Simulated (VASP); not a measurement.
## Pd: single point with PBEsol

Crystal: Pd.

```
Pd
1.0
     4.24104    0.00000    0.00000
    -2.12052    3.67285    0.00000
     0.00000    0.00000    2.52387
Pd
3
Direct
  0.00000 0.00000 0.00000
  0.33333 0.66667 0.50000
  0.66667 0.33333 0.50000
```

This isn't the form of Pd at room conditions, which is fcc.

| Property | Result |
| --- | --- |
| Program | VASP 6.6.1 |
| Task | single point |
| Functional | PBEsol |
| Potentials or basis | VASP PAW PBE potentials, release 64 (Pd) |
| Cutoff | 520 eV |
| k mesh | 9 × 9 × 13 |
| Occupations | fermi-dirac, width 0.1 eV |
| Spin | no spin polarisation |

The pressure is 34.3 GPa and the band gap on the k mesh is zero (bands 15 and 16 overlap by 1.12 eV).

Stress tensor (GPa, compression positive):
```
34.19  0.00  0.00
 0.00 34.19  0.00
 0.00  0.00 34.60
```

Levels at points of the mesh, in eV from the Fermi level:
| k point | band 11 | band 12 | band 13 | band 14 | band 15 | band 16 | band 17 | band 18 | band 19 | band 20 |
| --- | --- | --- | --- | --- | --- | --- | --- | --- | --- | --- |
| (0.00, 0.00, 0.00) | -1.96 | -1.96 | -1.83 | -1.83 | 0.21 | 0.21 | 8.18 | 8.18 | 8.19 | 8.19 |

Wall time 21 s on 1 thread of Intel(R) Xeon(R) 6975P-C (Granite Rapids), with other jobs on the host, peak memory 0.18 GiB.

Caveat: the cell stands under pressure; the PAW data sets were made with another functional, which shifts forces and pressure a little.
